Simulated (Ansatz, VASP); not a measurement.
**ZnS: VASP beside Ansatz**

Contents of INCAR:

```
PREC = Accurate ; ENCUT = 520
EDIFF = 1E-7 ; ISMEAR = 0
SIGMA = 0.05 ; LREAL = False
LASPH = True ; NELM = 100
ALGO = Normal ; ISIF = 2
LWAVE = False ; LCHARG = True
GGA = PE ; LELF = True
LVHAR = True ; NBANDS = 46
```

The input KPOINTS:

```
Automatic mesh
0
Gamma
  8 8 2
```

Contents of POSCAR:

```
ZnS
1.0
   -3.8467234434      0.0000000000      0.0000000000
   -1.9233617217     -3.3313602233      0.0000000000
    0.0000000000      0.0000000000     12.8402250239
Zn S
4 4
Direct
    0.0000000000      0.0000000000      0.6434731108
    0.0000000000      0.0000000000      0.1532081427
    0.3333333333      0.3333333333      0.8885802646
    0.6666666667      0.6666666667      0.3983152965
    0.0000000000      0.0000000000      0.8270668996
    0.0000000000      1.0000000000      0.3368019315
    0.3333333333      0.3333333333      0.0920084595
    0.6666666667      0.6666666667      0.5822734276
```

Input for Ansatz:

```yaml
crystal:
  lattice:
    - [-3.8467234434, 0.0, 0.0]
    - [-1.9233617217, -3.3313602233, 0.0]
    - [0.0, 0.0, 12.8402250239]
  atoms:
    - { symbol: Zn, position: [0.0, 0.0, 0.6434731108] }
    - { symbol: Zn, position: [0.0, 0.0, 0.1532081427] }
    - { symbol: Zn, position: [0.3333333333, 0.3333333333, 0.8885802646] }
    - { symbol: Zn, position: [0.6666666667, 0.6666666667, 0.3983152965] }
    - { symbol: S, position: [0.0, 0.0, 0.8270668996] }
    - { symbol: S, position: [0.0, 1.0, 0.3368019315] }
    - { symbol: S, position: [0.3333333333, 0.3333333333, 0.0920084595] }
    - { symbol: S, position: [0.6666666667, 0.6666666667, 0.5822734276] }
basis:
  ecutwfc: 420
kpoints:
  mp_grid: { grid: [8, 8, 2] }
hamiltonian:
  xc: pbe
scf:
  occupations: { method: gaussian, width: 0.05 }
output:
  forces: true
  stress: true
  eigenvalues: true
```

Alike in both runs: task single point; functional PBE; k mesh 8 × 8 × 2; occupations gaussian, width 0.05 eV; no spin polarisation.

|  | VASP | Ansatz |
| --- | --- | --- |
| version | VASP 6.6.1 | Ansatz 0.2.0 |
| potentials or method | VASP PAW PBE potentials, release 64 (Zn, S), cutoff 520 eV | scalar-relativistic, plane waves, PAW |
| valence electrons in the cell | 72 | 72 |

Ansatz gave:

```
gap on the k mesh at the Fermi level (eV)                     : 1.80
least direct gap on the mesh (eV)                             : 1.80
pressure (GPa)                                                : -0.9
traceless stress, the component that is largest in VASP (GPa) : -1.25
rms of the force components (eV/Å)                            : 0.224
```

Estimate VASP's values.

gap on the k mesh at the Fermi level (eV): 1.80; least direct gap on the mesh (eV): 1.80; pressure (GPa): -0.8; traceless stress, the component that is largest in VASP (GPa): -1.26; rms of the force components (eV/Å): 0.227.

Atom by atom the forces differ by 0.003 eV/Å (rms over components).
